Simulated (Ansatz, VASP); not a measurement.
# EuO: VASP beside Ansatz

```xyz
2
Lattice="0.0000 2.6054 2.6054 2.6054 0.0000 2.6054 2.6054 2.6054 0.0000" Properties=species:S:1:pos:R:3 pbc="T T T"
Eu    0.0000    0.0000    0.0000
O     2.6054    2.6054    2.6054
```

Alike in both runs: task single point; functional PBE; k mesh 10 × 10 × 10; occupations gaussian, width 0.05 eV; collinear spin; Hubbard terms Eu f U = 6.0 eV.

```csv
,VASP,Ansatz
version,VASP 6.6.1,Ansatz 0.2.0
potentials or method,"VASP PAW PBE potentials, release 64 (Eu, O), cutoff 600 eV","scalar-relativistic, plane waves, PAW"
valence electrons in the cell,23,23
```

|  | VASP | Ansatz | Ansatz less VASP |
| --- | --- | --- | --- |
| gap on the k mesh at the Fermi level (eV) | 0.16 | 0.49 | +0.332 |
| least direct gap on the mesh (eV) | 0.32 | 0.72 | +0.399 |
| pressure (GPa) | -2.0 | -1.6 | +0.34 |
| net moment per atom (μB) | 3.50 | 3.50 | 0.000 |
| size of the moment on the site where the two differ most (μB) | 6.73 | 6.77 | +0.043 |

Site moments also hang on the region over which each program counts them. The programs project onto different local orbitals, so the same U acts differently, and such runs can settle in different states.

Spin-orbit coupling is off throughout.
